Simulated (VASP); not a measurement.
# KTaO3 (R-3m) in VASP: single point with LDA

Aim: the single point of KTaO3 with LDA.

Program: VASP 6.6.1. These are calculated values, not measurements. Logs are shortened: lines on timing, memory, paths and dates and some standing lists are left out, and cuts for length are marked.

**1. The cell of the first run**

Symmetry: R-3m, No. 166, trigonal system. Conventional cell: a = 5.556 Å, b = 5.556 Å, c = 7.115 Å, α = 90.00°, β = 90.00°, γ = 120.00°. K (site symmetry -3m) has 12 O at 2.78 to 2.86 Å and 8 Ta at 3.42 to 3.56 Å within 3.7 Å. Within 2.6 Å of Ta (site symmetry -3m) lie 6 O at 1.99 Å. O (site symmetry 2/m) has 2 Ta at 1.99 Å within 2.6 Å.

**2. Single point, LDA (equal xy, yz and zx shear strains of +3 %)**

Input file INCAR:

```
ALGO = Normal
EDIFF = 1E-6
ENCUT = 520
GGA = CA
ISIF = 2
ISMEAR = -1
LASPH = T
LCHARG = T
LELF = T
LREAL = F
LVHAR = T
LWAVE = F
NBANDS = 27
NELM = 60
PREC = Accurate
SIGMA = 0.01
```

Input file KPOINTS:

```
k-points
0
Gamma
  5 5 5
```

Input file POSCAR:

```
KTaO3
1.0
    3.9883000000      0.0598245000      0.0598245000
    0.0598245000      3.9883000000      0.0598245000
    0.0598245000      0.0598245000      3.9883000000
K Ta O
1 1 3
Direct
    0.5000000000      0.5000000000      0.5000000000
    0.0000000000      0.0000000000      0.0000000000
    0.5000000000      0.0000000000      0.0000000000
    0.0000000000      0.5000000000      0.0000000000
    0.0000000000      0.0000000000      0.5000000000
```

Potentials or basis: VASP PAW LDA potentials, release 64 (K_sv, Ta_pv, O).

Started as:

```
$ cat potpaw_LDA.64/K_sv/POTCAR potpaw_LDA.64/Ta_pv/POTCAR potpaw_LDA.64/O/POTCAR > POTCAR
$ mpirun -np 1 vasp_std > vasp.out
```

OUTCAR:

```text
EDIFF = 1E-6
   ENCUT = 520
   GGA = CA
   ISIF = 2
   ISMEAR = -1
   LASPH = T
   LREAL = F
   NELM = 60
   PREC = Accurate

 ion  position               nearest neighbor table
   1  0.500  0.500  0.500-   3 2.78   4 2.78   3 2.78   5 2.78   4 2.78   5 2.78   3 2.86   3 2.86
                             4 2.86   5 2.86   4 2.86   5 2.86   2 3.42   2 3.42   2 3.42   2 3.42
   2  0.000  0.000  0.000-   3 1.99   4 1.99   5 1.99   5 1.99   4 1.99   3 1.99   1 3.42   1 3.42
                             1 3.42   1 3.42   1 3.42   1 3.42   1 3.56   1 3.56
   3  0.500  0.000  0.000-   2 1.99   2 1.99   1 2.78   1 2.78   1 2.86   1 2.86
   4  0.000  0.500  0.000-   2 1.99   2 1.99   1 2.78   1 2.78   1 2.86   1 2.86
   5  0.000  0.000  0.500-   2 1.99   2 1.99   1 2.78   1 2.78   1 2.86   1 2.86

  LATTYP: Found a trigonal (rhomboedric) cell.
 ALAT       =     3.9891972666
 COS(alpha) =     0.0302114049

  Lattice vectors:

 A1 = (   3.9883000000,   0.0598245000,   0.0598245000)
 A2 = (   0.0598245000,   3.9883000000,   0.0598245000)
 A3 = (   0.0598245000,   0.0598245000,   3.9883000000)

Analysis of symmetry for initial positions (statically):
=====================================================================
 Subroutine PRICEL returns:
 Original cell was already a primitive cell.

 Routine SETGRP: Setting up the symmetry group for a
 trigonal (rhombohedral) supercell.

 Subroutine GETGRP returns: Found 12 space group operations
 (whereof 12 operations were pure point group operations)
 out of a pool of 12 trial point group operations.

The static configuration has the point symmetry D_3d.

Analysis of symmetry for dynamics (positions and initial velocities):
=====================================================================
 Subroutine PRICEL returns:
 Original cell was already a primitive cell.

 Routine SETGRP: Setting up the symmetry group for a
 trigonal (rhombohedral) supercell.

 Subroutine GETGRP returns: Found 12 space group operations
 (whereof 12 operations were pure point group operations)
 out of a pool of 12 trial point group operations.

The dynamic configuration has the point symmetry D_3d.

 Subroutine INISYM returns: Found 12 space group operations
 (whereof 12 operations are pure point group operations),
 and found     1 'primitive' translations

----------------------------------------------------------------------------------------

[... 92 lines left out ...]
   EDIFF  = 0.1E-05   stopping-criterion for ELM
   LREAL  =      F    real-space projection
   EDIFFG = 0.1E-04   stopping-criterion for IOM
   NSW    =      0    number of steps for IOM
   IBRION =     -1    ionic relax: 0-MD 1-quasi-New 2-CG
   NFREE  =      0    steps in history (QN), initial steepest desc. (CG)
   ISIF   =      2    stress and relaxation
   ISYM   =      2    0-nonsym 1-usesym 2-fastsym
   POTIM  = 0.5000    time-step for ionic-motion
   TEBEG  =    0.0;   TEEND  =   0.0 temperature during run
   PSTRESS=    0.0 pullay stress
   NELECT =      38.0000    total number of electrons
   NUPDOWN=      -1.0000    fix difference up-down
   EMIN   =  10.00;   EMAX   =-10.00  energy-range for DOS
   EFERMI =   0.00;   METHOD = LEGACY
   ISMEAR =    -1;   SIGMA  =   0.01  broadening in eV -4-tet -1-fermi 0-gaus
   EFERMI_NEDOS =   21; number of points for ismear=-14 and -15
   IALGO  =     38    algorithm
   IMIX   =      4    mixing-type and parameters
     AMIX     =   0.40;   BMIX     =  1.00
     AMIX_MAG =   1.60;   BMIX_MAG =  1.00
  volume/ion in A,a.u.               =      12.68        85.57
  Fermi-wavevector in a.u.,A,eV,Ry     =   1.380315  2.608418 25.922778  1.905270
  Thomas-Fermi vector in A             =   2.505204
   LORBIT       =      0    0 simple, 1 ext, 2 COOP (PROOUT), +10 PAW based schemes
   GGA     = CA    functional components
   LHFCALC =     F    Hartree Fock is set to
   AEXX    =    0.0000 exact exchange contribution
   IVDW    =     0    specifies the selected vdW correction
   LEPSILON=     F    determine dielectric tensor
   LRPA    =     F    only Hartree local field effects (RPA)
 non-spin polarized calculation
  energy-cutoff  :      520.00
  volume of cell :       63.40
 maximum number of plane-waves:      1731
 NGX is ok and might be reduce to    30
   NGX = 15   NGY = 15   NGZ = 15

 number of electron      37.9999970 magnetization

 Free energy of the ion-electron system (eV)
  ---------------------------------------------------
  ext. energy  EPLUGINS =         0.00000000
  ---------------------------------------------------
  free energy    TOTEN  =       -44.98531572 eV

  energy without entropy =      -44.98531572  energy(sigma->0) =      -44.98531572

 E-fermi :   1.7588     XC(G=0): -11.4327

 val. band max:        1.4375728997   @ k =  -0.4000   0.4000   0.4000
 cond. band min:       3.4925948249   @ k =   0.0000   0.0000   0.0000
 fundamental gap:      2.0550219252
 Fermi energy:         1.7587901700

 k-point     1 :       0.0000    0.0000    0.0000
  band No.  band energies     occupation
      1     -32.4033      2.00000
      2     -32.4033      2.00000
      3     -32.3690      2.00000
      4     -25.3466      2.00000
      5     -15.7286      2.00000
      6     -14.9816      2.00000
[... 559 lines left out ...]
     26      12.5359      0.00000
     27      13.1839      0.00000

------------------------ aborting loop because EDIFF is reached ----------------------------------------

  FORCE on cell =-STRESS in cart. coord.  units (eV):
  Direction    XX          YY          ZZ          XY          YZ          ZX
  --------------------------------------------------------------------------------------
  -------------------------------------------------------------------------------------
  Total       -1.7063182     -1.7063182     -1.7063182     -1.1711075     -1.1711075     -1.1711075
  in kB      -43.1218573    -43.1218573    -43.1218573    -29.5960818    -29.5960818    -29.5960818
  external PRESSURE =     -43.1218573 kB  Pullay stress =       0.0000000 kB

 VOLUME and BASIS-vectors are now :
 -----------------------------------------------------------------------------
  energy-cutoff  :      520.00
  volume of cell :       63.40
      direct lattice vectors                 reciprocal lattice vectors
     3.988300000  0.059824500  0.059824500     0.250844607 -0.003707063 -0.003707063
     0.059824500  3.988300000  0.059824500    -0.003707063  0.250844607 -0.003707063
     0.059824500  0.059824500  3.988300000    -0.003707063 -0.003707063  0.250844607

 POSITION                                       TOTAL-FORCE (eV/Angst)
 -----------------------------------------------------------------------------------
      2.05397      2.05397      2.05397        -0.000000      0.000000     -0.000000
      0.00000      0.00000      0.00000         0.000000      0.000000     -0.000000
      1.99415      0.02991      0.02991         0.000000     -0.000000      0.000000
      0.02991      1.99415      0.02991        -0.000000      0.000000     -0.000000
      0.02991      0.02991      1.99415         0.000000     -0.000000     -0.000000
 -----------------------------------------------------------------------------------
    total drift:                                0.000000     -0.000000      0.000000

  FREE ENERGIE OF THE ION-ELECTRON SYSTEM (eV)
  ---------------------------------------------------
  free  energy   TOTEN  =       -44.9853157163 eV

  energy  without entropy=      -44.9853157163  energy(sigma->0) =      -44.98531572
```

OSZICAR:

```text
N       E                     dE             d eps       ncg     rms          rms(c)
DAV:   1     0.321510130990E+03    0.32151E+03   -0.20388E+04  1026   0.140E+03
DAV:   2    -0.340315788412E+02   -0.35554E+03   -0.34358E+03  1216   0.413E+02
DAV:   3    -0.526475984525E+02   -0.18616E+02   -0.18529E+02  1446   0.899E+01
DAV:   4    -0.533220903776E+02   -0.67449E+00   -0.67346E+00  1729   0.115E+01
DAV:   5    -0.533266760462E+02   -0.45857E-02   -0.45851E-02  1337   0.866E-01    0.339E+01
DAV:   6    -0.453707745944E+02    0.79559E+01   -0.33971E+01  1206   0.391E+01    0.131E+01
DAV:   7    -0.450980770552E+02    0.27270E+00   -0.20319E+00  1352   0.885E+00    0.924E+00
DAV:   8    -0.450058506957E+02    0.92226E-01   -0.41961E-01  1255   0.522E+00    0.263E+00
DAV:   9    -0.449870196634E+02    0.18831E-01   -0.36027E-02  1316   0.152E+00    0.320E-01
DAV:  10    -0.449855229222E+02    0.14967E-02   -0.14767E-02  1352   0.774E-01    0.171E-01
DAV:  11    -0.449853264611E+02    0.19646E-03   -0.19388E-03  1336   0.261E-01    0.458E-02
DAV:  12    -0.449853156324E+02    0.10829E-04   -0.72099E-05  1453   0.652E-02    0.141E-02
DAV:  13    -0.449853157163E+02   -0.83870E-07   -0.38884E-06  1355   0.132E-02
   1 F= -.44985316E+02 E0= -.44985316E+02  d E =-.372996E-15
```

stdout:

```text
POSCAR found type information on POSCAR K TaO
 POSCAR found :  3 types and       5 ions
 scaLAPACK will be used
 LDA part: xc-table for (Slater(with rela. corr.)+CA(PZ))
 , standard interpolation
 POSCAR, INCAR and KPOINTS ok, starting setup
 FFT: planning ... GRIDC
 FFT: planning ... GRID_SOFT
 FFT: planning ... GRID
 WAVECAR not read
 entering main loop
```

It took 36 s on 1 thread of Intel Xeon 8259CL, shared host; peak memory 0.17 GiB.

What came out:

```yaml
Free_energy: -44.9853 eV
Pressure: -4.3 GPa
Band_gap_on_the_k_mesh: 2.06 eV (least direct gap 2.50 eV)
```

Levels at points of the mesh, in eV from the valence-band top:
| k point | band 17 | band 18 | band 19 | band 20 | band 21 | band 22 |
| --- | --- | --- | --- | --- | --- | --- |
| (0.00, 0.00, 0.00) | -0.65 | -0.44 | -0.44 | 2.05 | 2.05 | 2.18 |

Caveat: the cell differs from its parent crystal (equal xy, yz and zx shear strains of +3 %); the cell stands under tension; spin-orbit coupling is left out, which moves the levels of the heavy elements; an odd mesh through Γ misses points on the zone boundary, where band edges can lie.
